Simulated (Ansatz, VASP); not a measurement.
# One calculation of Cu, two programs

INCAR

```
  PREC = Accurate
  ENCUT = 520
  EDIFF = 1E-7
  ISMEAR = -1
  SIGMA = 0.05
  LREAL = False
  LASPH = True
  NELM = 60
  ALGO = Normal
  ISIF = 2
  LWAVE = False
  LCHARG = False
  GGA = PS
  NBANDS = 18
```

KPOINTS

```
Automatic mesh
0
Gamma
  15 15 8
```

Contents of POSCAR:

```
Cu
1.0
    2.5340970000      0.0000000000      0.0000000000
   -1.2670485000      2.1945923777      0.0000000000
    0.0000000000      0.0000000000      4.1125710000
Cu
2
Direct
    0.3333333333      0.6666666667      0.2500000000
    0.6666666667      0.3333333333      0.7500000000
```

Input for Ansatz:

```yaml
crystal:
  lattice:
    a: 2.534097
    b: 2.534097
    c: 4.112571
    alpha: 90.0
    beta: 90.0
    gamma: 120.0
  atoms:
    - { symbol: Cu, position: [0.3333333333333333, 0.6666666666666666, 0.25] }
    - { symbol: Cu, position: [0.6666666666666666, 0.3333333333333333, 0.75] }
kpoints:
  mp_grid:
    grid: [15, 15, 8]
hamiltonian:
  xc: pbesol
  pseudopotentials:
    kind: paw
scf:
  occupations:
    method: fermi_dirac
    width: 0.05
output:
  forces: true
  stress: true
  eigenvalues: true
```

Alike in both runs: task single point; functional PBEsol; k mesh 15 × 15 × 8; occupations fermi-dirac, width 0.05 eV; no spin polarisation.

|  | VASP | Ansatz |
| --- | --- | --- |
| version | VASP 6.6.1 | Ansatz 0.2.0 |
| potentials or method | VASP PAW PBE potentials, release 64 (Cu) | plane waves, PAW |
| plane-wave cutoff (eV) | 520 | 420 |
| valence electrons in the cell | 22 | 38 |

|  | VASP | Ansatz | Ansatz less VASP |
| --- | --- | --- | --- |
| gap on the k mesh at the Fermi level (eV) | none | none | - |
| pressure (GPa) | -0.9 | -1.7 | -0.73 |
| traceless stress, the component that is largest in VASP (GPa) | 2.46 | 2.44 | -0.020 |

VASP's potentials were made for PBE, not for PBEsol. A gap of «none» marks a metal or a gap that the smearing closes. VASP's potentials hold 22 valence electrons a cell and Ansatz's 38, so a difference there can come from the potentials and not from the codes.
